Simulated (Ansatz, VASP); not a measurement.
One calculation of GaSb, two programs

Contents of INCAR:

```
PREC     = Accurate       # precision mode
ENCUT    = 520            # plane-wave cutoff, eV
EDIFF    = 1E-7           # SCF threshold, eV
ISMEAR   = 0              # smearing method
SIGMA    = 0.15           # smearing width, eV
LREAL    = F              # projectors in reciprocal space
LASPH    = T              # aspherical terms in the spheres
NELM     = 80             # most SCF steps
ALGO     = Normal         # electronic algorithm
ISIF     = 2              # what is computed and relaxed
LWAVE    = F              # write WAVECAR
LCHARG   = T              # write CHGCAR
GGA      = PE             # functional
LELF     = T              # ELF
LVHAR    = T            
NBANDS   = 16             # bands
```

File KPOINTS:

```
regular mesh
0
Gamma
  16 16 16
```

The input POSCAR:

```
GaSb
1.0
   -2.7659365100      2.7659365100      1.5811567257
    2.7659365100     -2.7659365100      1.5811567257
    2.7659365100      2.7659365100     -1.5811567257
Ga Sb
1 1
Direct
    0.2500000000      0.7500000000      0.5000000000
    0.0000000000      0.0000000000      0.0000000000
```

Input for Ansatz:

```yaml
crystal:
  lattice:
    - [-2.76593651, 2.76593651, 1.5811567257]
    - [2.76593651, -2.76593651, 1.5811567257]
    - [2.76593651, 2.76593651, -1.5811567257]
  atoms:
    - { symbol: Ga, position: [0.25, 0.75, 0.5] }
    - { symbol: Sb, position: [0.0, 0.0, 0.0] }
basis:
  ecutwfc: 420
kpoints:
  mp_grid: { grid: [16, 16, 16] }
hamiltonian:
  xc: pbe
  pseudopotentials: { kind: paw, azcp: { folder: soft_1 } }
scf:
  occupations: { method: gaussian, width: 0.15 }
output:
  forces: true
  stress: true
  eigenvalues: true
  write_density: true
  write_potential: true
  elf: true
  volumetric_format: npy
```

Alike in both runs: task single point; functional PBE; k mesh 16 × 16 × 16; occupations gaussian, width 0.15 eV; no spin polarisation.

```csv
,VASP,Ansatz
version,VASP 6.6.1,Ansatz 0.2.0
potentials or method,"VASP PAW PBE potentials, release 64 (Ga_d, Sb), cutoff 520 eV","scalar-relativistic, plane waves, PAW"
valence electrons in the cell,18,28
```

```csv
,VASP,Ansatz,Ansatz less VASP
gap on the k mesh at the Fermi level (eV),none,none,-
pressure (GPa),0.0,0.0,-0.01
```

A gap of «none» marks a metal or a gap that the smearing closes. With one functional, cell and mesh, what is left measures potentials, basis and numerics. VASP's potentials hold 18 valence electrons a cell and Ansatz's 28, so a difference there can come from the potentials and not from the codes.

Neither program's run includes spin-orbit coupling.
